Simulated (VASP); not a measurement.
Write the native input for VASP 6.6.1 that does the following.

```
Task                   : single point
Functional             : PBE
Potentials or basis    : VASP PAW PBE potentials, release 64 (Ta_pv)
Cutoff                 : 520 eV
k mesh                 : 12 × 12 × 12
Occupations            : fermi-dirac, width 0.08 eV
Spin                   : no spin polarisation
Dipole correction      : no
Further INCAR settings : ALGO = Normal; EDIFF = 1e-07; NBANDS = 18
```

The structure of Ta lies in POSCAR:

```
Ta
1.0
    0.0000000000      2.9243541752      2.9243541752
    2.9243541752      0.0000000000      2.9243541752
    2.9243541752      2.9243541752      0.0000000000
Ta
2
Direct
   -0.1250000000     -0.1250000000     -0.1250000000
    0.1250000000      0.1250000000      0.1250000000
```

This cell differs from its parent crystal: volume scaled by 0.88.

One way to write it, as run:

INCAR

```
SYSTEM = Ta
ALGO = Normal
EDIFF = 1E-7
ENCUT = 520
GGA = PE
ISIF = 2
ISMEAR = -1
LASPH = .TRUE.
LCHARG = .FALSE.
LREAL = .FALSE.
LWAVE = .FALSE.
NBANDS = 18
NELM = 100
PREC = Accurate
SIGMA = 0.08
```

KPOINTS

```
k-points
0
G
  12 12 12
  0 0 0
```

Potentials or basis: VASP PAW PBE potentials, release 64 (Ta_pv).

The run is started by

```console
$ cat potpaw_PBE.64/Ta_pv/POTCAR > POTCAR
$ mpirun -np 1 vasp_std > vasp.out
```

It gave:

The pressure is 11.3 GPa and the band gap on the k mesh is zero (band 11 reaches 3.40 eV, above the bottom of band 12 at 2.31 eV).

Caveat: spin-orbit coupling is left out, which moves the levels of the heavy elements.

Wall time 42 s on 1 thread of Intel Xeon 6975P-C (shared host), peak memory 0.2 GiB.
